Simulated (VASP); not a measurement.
The system is BiTe3.

```
Bi Te
1.0
     5.09703    0.00000    0.00000
     0.00000    5.09703    0.00000
     0.00000    0.00000    5.09703
Bi Te
1 3
Direct
  0.00000 0.00000 0.00000
  0.00000 0.50000 0.50000
  0.50000 0.00000 0.50000
  0.50000 0.50000 0.00000
```

| Quantity | Value |
| --- | --- |
| Program | VASP 6.6.1 |
| Task | relaxation of cell and atoms |
| Functional | r2SCAN |
| Potentials or basis | VASP PAW PBE potentials, release 64 (Bi_d, Te) |
| Cutoff | 600 eV |
| k mesh | 4 × 4 × 4 |
| Occupations | gaussian, width 0.1 eV |
| Spin | no spin polarisation |

At the start: pressure -4.5 GPa; volume 33.10 Å³/atom.

Question: Where does the relaxation end?

Answer: Over 3 steps the energy falls by 55.8 meV/atom and the volume is 29.53 Å³/atom (-10.8 %); space group Pm-3m (No. 221, to 0.05 Å).

Step by step:
```tsv
step	energy change (eV)	largest force (eV/Å)	pressure (GPa)	volume (Å³)
1	0.0000	0.0000	-4.52	132.42
2	-0.2118	0.0000	1.32	115.32
3	-0.2232	0.0000	0.02	118.13
```

Final structure:
```cif
data_structure
_symmetry_space_group_name_H-M 'P 1'
_symmetry_Int_Tables_number 1
_cell_length_a 4.9067
_cell_length_b 4.9067
_cell_length_c 4.9067
_cell_angle_alpha 90.000
_cell_angle_beta 90.000
_cell_angle_gamma 90.000
_cell_volume 118.13
loop_
_atom_site_label
_atom_site_type_symbol
_atom_site_fract_x
_atom_site_fract_y
_atom_site_fract_z
_atom_site_occupancy
Bi1 Bi 0.00000 0.00000 0.00000 1
Te1 Te 0.00000 0.50000 0.50000 1
Te2 Te 0.50000 0.00000 0.50000 1
Te3 Te 0.50000 0.50000 0.00000 1
```

Caveat: the PAW data sets were made with another functional, which shifts forces and pressure a little.
